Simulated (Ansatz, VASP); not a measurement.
# C: VASP beside Ansatz

INCAR

```
PREC     = Accurate       # precision mode
ENCUT    = 520            # plane-wave cutoff, eV
EDIFF    = 1E-7           # SCF threshold, eV
ISMEAR   = 0              # smearing method
SIGMA    = 0.05           # smearing width, eV
LREAL    = False          # projectors in reciprocal space
LASPH    = True           # aspherical terms in the spheres
NELM     = 80             # most SCF steps
ALGO     = Normal         # electronic algorithm
ISIF     = 2              # what is computed and relaxed
LWAVE    = False          # write WAVECAR
LCHARG   = False          # write CHGCAR
GGA      = PE             # functional
NBANDS   = 36             # bands
```

File KPOINTS:

```
Automatic mesh
0
Gamma
  12 12 2
```

Contents of POSCAR:

```
C
1.0
    2.4323000000      0.0000000000      0.0000000000
   -1.2161500000      2.1064335896      0.0000000000
    0.0000000000      0.0000000000     12.7398000000
C
12
Direct
    0.0000000000      0.0000000000      0.1868593266
    0.0000000000      0.0000000000      0.6868593266
    0.0000000000      0.0000000000      0.3131406734
    0.0000000000      0.0000000000      0.8131406734
    0.3333333333      0.6666666667      0.5207665411
    0.6666666667      0.3333333333      0.0207665411
    0.3333333333      0.6666666667      0.9792334589
    0.6666666667      0.3333333333      0.4792334589
    0.3333333333      0.6666666667      0.6450950823
    0.6666666667      0.3333333333      0.1450950823
    0.3333333333      0.6666666667      0.8549049177
    0.6666666667      0.3333333333      0.3549049177
```

Input for Ansatz:

```yaml
crystal:
  lattice:
    - [2.4323, 0.0, 0.0]
    - [-1.21615, 2.1064335896, 0.0]
    - [0.0, 0.0, 12.7398]
  atoms:
    - { symbol: C, position: [0.0, 0.0, 0.1868593266] }
    - { symbol: C, position: [0.0, 0.0, 0.6868593266] }
    - { symbol: C, position: [0.0, 0.0, 0.3131406734] }
    - { symbol: C, position: [0.0, 0.0, 0.8131406734] }
    - { symbol: C, position: [0.3333333333, 0.6666666667, 0.5207665411] }
    - { symbol: C, position: [0.6666666667, 0.3333333333, 0.0207665411] }
    - { symbol: C, position: [0.3333333333, 0.6666666667, 0.9792334589] }
    - { symbol: C, position: [0.6666666667, 0.3333333333, 0.4792334589] }
    - { symbol: C, position: [0.3333333333, 0.6666666667, 0.6450950823] }
    - { symbol: C, position: [0.6666666667, 0.3333333333, 0.1450950823] }
    - { symbol: C, position: [0.3333333333, 0.6666666667, 0.8549049177] }
    - { symbol: C, position: [0.6666666667, 0.3333333333, 0.3549049177] }
basis:
  ecutwfc: 520.0
kpoints:
  mp_grid: { grid: [12, 12, 2] }
hamiltonian:
  xc: pbe
  pseudopotentials: { kind: paw, azcp: { folder: soft_1 } }
scf:
  occupations: { method: gaussian, width: 0.05 }
output:
  forces: true
  stress: true
  eigenvalues: true
```

Alike in both runs: task single point; functional PBE; k mesh 12 × 12 × 2; occupations gaussian, width 0.05 eV; no spin polarisation.

```csv
,VASP,Ansatz
version,VASP 6.6.1,Ansatz 0.2.0
potentials or method,"VASP PAW PBE potentials, release 64 (C), cutoff 520 eV","scalar-relativistic, plane waves, PAW"
valence electrons in the cell,48,48
```

```csv
,VASP,Ansatz,Ansatz less VASP
gap on the k mesh at the Fermi level (eV),4.04,4.05,+0.003
least direct gap on the mesh (eV),4.04,4.05,+0.003
pressure (GPa),24.9,24.1,-0.82
"traceless stress, the component that is largest in VASP (GPa)",-50.87,-50.56,+0.308
rms of the force components (eV/Å),0.091,0.079,-0.0118
```

Atom by atom the forces differ by 0.012 eV/Å (rms over components). The functional is the same, so the differences come from potentials, cutoffs and numerics.
